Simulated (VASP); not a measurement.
Here is a VASP 6.6.1 calculation.

The input INCAR:

```
SYSTEM = Mg3CdSe4
ALGO = Normal
EDIFF = 1E-6
EDIFFG = -0.08
ENCUT = 600
GGA = PE
IBRION = 2
ISIF = 3
ISMEAR = 0
LASPH = .True.
LCHARG = .False.
LREAL = .False.
LWAVE = .False.
NELM = 80
NSW = 36
PREC = Accurate
SIGMA = 0.15
```

The input KPOINTS:

```
k-points
0
Gamma
  2 2 2
  0 0 0
```

File POSCAR:

```
Mg3CdSe4
1.0
    5.8123980800      0.0000000000      0.0000000000
    0.0000000000      5.8123980800      0.0000000000
    0.0000000000      0.0000000000      5.8123980800
Mg Cd Se
3 1 4
Direct
    0.0000000000      0.0000000000      0.5000000000
    0.0000000000      0.5000000000      0.0000000000
    0.5000000000      0.0000000000      0.0000000000
    0.5000000000      0.5000000000      0.5000000000
    0.7563347300      0.7563347300      0.2436652700
    0.7563347300      0.2436652700      0.7563347300
    0.2436652700      0.7563347300      0.7563347300
    0.2436652700      0.2436652700      0.2436652700
```

Potentials or basis: VASP PAW PBE potentials, release 64 (Mg, Cd, Se).

Command:

```bash
$ cat potpaw_PBE.64/Mg/POTCAR potpaw_PBE.64/Cd/POTCAR potpaw_PBE.64/Se/POTCAR > POTCAR
$ mpirun -np 1 vasp_std > vasp.out
```

Problem. Estimate the space group after relaxing (to 0.1 Å).

Solution. P-43m (No. 215).

Problem. What does it give for the band gap on the k mesh?

Solution. 1.91 eV.

Final structure:
```
CELL_PARAMETERS angstrom
6.04612 0.00000 0.00000
0.00000 6.04612 0.00000
0.00000 0.00000 6.04612
ATOMIC_POSITIONS crystal
Mg 0.00000 0.00000 0.50000
Mg 0.00000 0.50000 0.00000
Mg 0.50000 0.00000 0.00000
Cd 0.50000 0.50000 0.50000
Se 0.75666 0.75666 0.24334
Se 0.75666 0.24334 0.75666
Se 0.24334 0.75666 0.75666
Se 0.24334 0.24334 0.24334
```

Caveat: the k points lie up to 0.52 Å⁻¹ apart in the final cell.
